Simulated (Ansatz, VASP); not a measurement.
As in VASP and in Ansatz

The input INCAR:

```
SYSTEM = As
PREC     = Accurate       ! precision mode
ENCUT    = 500            ! plane-wave cutoff, eV
EDIFF    = 1E-6           ! SCF threshold, eV
ISMEAR   = -1             ! smearing method
SIGMA    = 0.03           ! smearing width, eV
LREAL    = .False.        ! projectors in reciprocal space
LASPH    = .True.         ! aspherical terms in the spheres
NELM     = 120            ! most SCF steps
ALGO     = Normal         ! electronic algorithm
ISIF     = 2              ! what is computed and relaxed
LWAVE    = .False.        ! write WAVECAR
LCHARG   = .True.         ! write CHGCAR
LELF     = .True.         ! ELF
LVHAR    = .True.       
NBANDS   = 12             ! bands
GGA_COMPAT= .False.
```

Contents of KPOINTS:

```
regular mesh
0
Gamma
  10 10 10
  0 0 0
```

File POSCAR:

```
As
1.0
    1.8799878575      1.0854114956      3.3276505507
   -1.8799878575      1.0854114956      3.3276505507
    0.0000000000     -2.1708229912      3.3276505507
As
2
Direct
    0.7695128170      0.7695128170      0.7695128170
    0.2304871830      0.2304871830      0.2304871830
```

Input for Ansatz:

```yaml
crystal:
  lattice:
    - [1.8799878575, 1.0854114956, 3.3276505507]
    - [-1.8799878575, 1.0854114956, 3.3276505507]
    - [0.0, -2.1708229912, 3.3276505507]
  atoms:
    - { symbol: As, position: [0.769512817, 0.769512817, 0.769512817] }
    - { symbol: As, position: [0.230487183, 0.230487183, 0.230487183] }
hamiltonian:
  xc: lda
  pseudopotentials:
    kind: paw
    azcp:
      As: "pseudopotentials/As.paw.azcp"
basis:
  ecutwfc: 420
  fft_grid_basis: typed
kpoints:
  mp_grid: { grid: [10, 10, 10], shift: [0, 0, 0] }
magnetization:
  spin_polarized: false
scf:
  occupations: { method: fermi_dirac, width: 0.03 }
  lower_state_search: "off"
output:
  stress: true
```

Alike in both runs: task single point; functional LDA; k mesh 10 × 10 × 10; occupations fermi-dirac, width 0.03 eV; no spin polarisation.

```csv
,VASP,Ansatz
version,VASP 6.6.1,Ansatz 0.2.0
potentials or method,"VASP PAW LDA potentials, release 64 (As), cutoff 500 eV","plane waves (420 eV) with PAW, scalar-relativistic"
valence electrons in the cell,10,30
```

```tsv
	VASP	Ansatz	Ansatz less VASP
pressure (GPa)	0.5	0.0	-0.45
traceless stress, the component that is largest in VASP (GPa)	-0.21	-0.10	+0.114
```

Ansatz warns that its potentials were made for another functional, while VASP's fit it. LDA's correlation is that of Perdew and Zunger in VASP and of Perdew and Wang (1992) in Ansatz. VASP's potentials hold 10 valence electrons a cell and Ansatz's 30, so a difference there can come from the potentials and not from the codes.
